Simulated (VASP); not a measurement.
Wanted: the native input for a VASP 6.6.1 run.

```
Task                   : single point
Functional             : revPBE
Potentials or basis    : VASP PAW PBE potentials, release 64 (Pd)
Cutoff                 : 520 eV
k mesh                 : 13 × 13 × 13
Occupations            : fermi-dirac, width 0.1 eV
Spin                   : no spin polarisation
Dipole correction      : no
Further INCAR settings : ALGO = Normal; EDIFF = 1e-06; NBANDS = 11
```

The structure of Pd lies in POSCAR:

```
Pd
1.0
    2.7376397081      0.0000000000      0.0000000000
    0.0000000000      2.7376397081      0.0000000000
    0.0000000000      0.0000000000      2.7376397081
Pd
1
Direct
    0.0000000000      0.0000000000      0.0000000000
```

This cell differs from its parent crystal: volume scaled by 1.12.

The input as run:

INCAR

```
SYSTEM = Pd
  PREC = Accurate
  ENCUT = 520
  EDIFF = 1E-6
  ISMEAR = -1
  SIGMA = 0.1
  LREAL = .False.
  LASPH = .True.
  NELM = 60
  ALGO = Normal
  ISIF = 2
  LWAVE = .False.
  LCHARG = .True.
  GGA = RE
  LELF = .True.
  LVHAR = .True.
  NBANDS = 11
```

KPOINTS

```
Automatic mesh
0
Gamma
  13 13 13
  0 0 0
```

Potentials or basis: VASP PAW PBE potentials, release 64 (Pd).

Command:

```console
$ cat potpaw_PBE.64/Pd/POTCAR > POTCAR
$ mpirun -np 1 vasp_std > vasp.out
```

Results of the run:

```
Pressure               : -9.2 GPa
Band gap on the k mesh : zero (band 5 reaches 6.27 eV, above the bottom of band 6 at 4.97 eV)
```

Caveat: the PAW data sets were made with another functional, which shifts forces and pressure a little.

Run time: 6.8 s on 1 thread of Intel(R) Xeon(R) Platinum 8488C (Sapphire Rapids), on a shared host, peak memory 0.13 GiB.
